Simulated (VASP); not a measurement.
Set up this calculation in VASP 6.6.1, as the native input.

```
Task                   : single point
Functional             : PBEsol
Potentials or basis    : VASP PAW PBE potentials, release 64 (Sc_sv)
Cutoff                 : 520 eV
k mesh                 : 6 × 6 × 6
Occupations            : gaussian, width 0.1 eV
Spin                   : no spin polarisation
Dipole correction      : no
Further INCAR settings : ALGO = Fast; EDIFF = 1e-07; NBANDS = 24
```

The structure of Sc lies in POSCAR:

```
Sc
1.0
    1.7333235179      1.0007347996      8.3770438000
   -1.7333235179      1.0007347996      8.3770438000
    0.0000000000     -2.0014695993      8.3770438000
Sc
3
Direct
    0.0000000000      0.0000000000      0.0000000000
    0.2222200000      0.2222200000      0.2222200000
    0.7777800000      0.7777800000      0.7777800000
```

One way to write it, as run:

INCAR

```
PREC     = Accurate       # precision mode
ENCUT    = 520            # plane-wave cutoff, eV
EDIFF    = 1E-7           # SCF threshold, eV
ISMEAR   = 0              # smearing method
SIGMA    = 0.1            # smearing width, eV
LREAL    = F              # projectors in reciprocal space
LASPH    = T              # aspherical terms in the spheres
NELM     = 60             # most SCF steps
ALGO     = Fast           # electronic algorithm
ISIF     = 2              # what is computed and relaxed
LWAVE    = F              # write WAVECAR
LCHARG   = T              # write CHGCAR
GGA      = PS             # functional
LELF     = T              # ELF
LVHAR    = T            
NBANDS   = 24             # bands
```

KPOINTS

```
regular mesh
0
Gamma
  6 6 6
```

Potentials or basis: VASP PAW PBE potentials, release 64 (Sc_sv).

Command:

```console
$ cat potpaw_PBE.64/Sc_sv/POTCAR > POTCAR
$ mpirun -np 1 vasp_std > vasp.out
```

Results of the run:

The pressure is -8.2 GPa, the largest force is 0.081 eV/Å and the band gap on the k mesh is zero (an odd number of electrons rules out a gap without spin polarisation).

Caveat: the cell stands under tension; the PAW data sets were made with another functional, which shifts forces and pressure a little.

Run time: 14 min on 1 thread of AMD EPYC 7R43 64-Core Processor (Zen 3), with other jobs on the host, peak memory 0.5 GiB.
